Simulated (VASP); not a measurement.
Wanted: the native input for a VASP 6.6.1 run.

```yaml
Task: single point
Functional: PBE
Dispersion: D4
Potentials_or_basis: VASP PAW PBE potentials, release 64 (Li_sv, Sb)
Cutoff: 750 eV
k_mesh: 3 × 3 × 3
Occupations: fermi-dirac, width 0.1 eV
Spin: no spin polarisation
Dipole_correction: no
Further_INCAR_settings: ALGO = Normal; EDIFF = 1e-06; NBANDS = 17
```

The structure of LiSb3 lies in POSCAR:

```
LiSb3
1.0
    4.6810210000      0.0000000000      0.0000000000
    0.0000000000      4.6810210000      0.0000000000
    0.0000000000      0.0000000000      4.6810210000
Li Sb
1 3
Direct
    0.0000000000      0.0000000000      0.0000000000
    0.5000000000      0.0000000000      0.5000000000
    0.0000000000      0.5000000000      0.5000000000
    0.5000000000      0.5000000000      0.0000000000
```

These files were run (other wordings do the same):

INCAR

```
  PREC = Accurate
  ENCUT = 750
  EDIFF = 1E-6
  ISMEAR = -1
  SIGMA = 0.1
  LREAL = F
  LASPH = T
  NELM = 120
  ALGO = Normal
  ISIF = 2
  LWAVE = F
  LCHARG = T
  GGA = PE
  IVDW = 13
  LELF = T
  LVHAR = T
  NBANDS = 17
  GGA_COMPAT = F
```

KPOINTS

```
Automatic mesh
0
Gamma
  3 3 3
```

Potentials or basis: VASP PAW PBE potentials, release 64 (Li_sv, Sb).

Launch:

```bash
$ cat potpaw_PBE.64/Li_sv/POTCAR potpaw_PBE.64/Sb/POTCAR > POTCAR
$ mpirun -np 1 vasp_std > vasp.out
```

Results of the run:

```yaml
Pressure: -2.2 GPa
Band_gap_on_the_k_mesh: zero (band 9 reaches 8.27 eV, above the bottom of band 10 at 6.29 eV)
Dispersion_energy_per_atom: -0.371 eV
```

Caveat: the k points lie up to 0.45 Å⁻¹ apart; spin-orbit coupling is left out, which moves the levels of the heavy elements; pairwise dispersion overbinds metals, which lowers pressure and volume.

Run time: 23 s on 1 thread of Intel Xeon 8259CL, with other jobs on the host, peak memory 0.25 GiB.
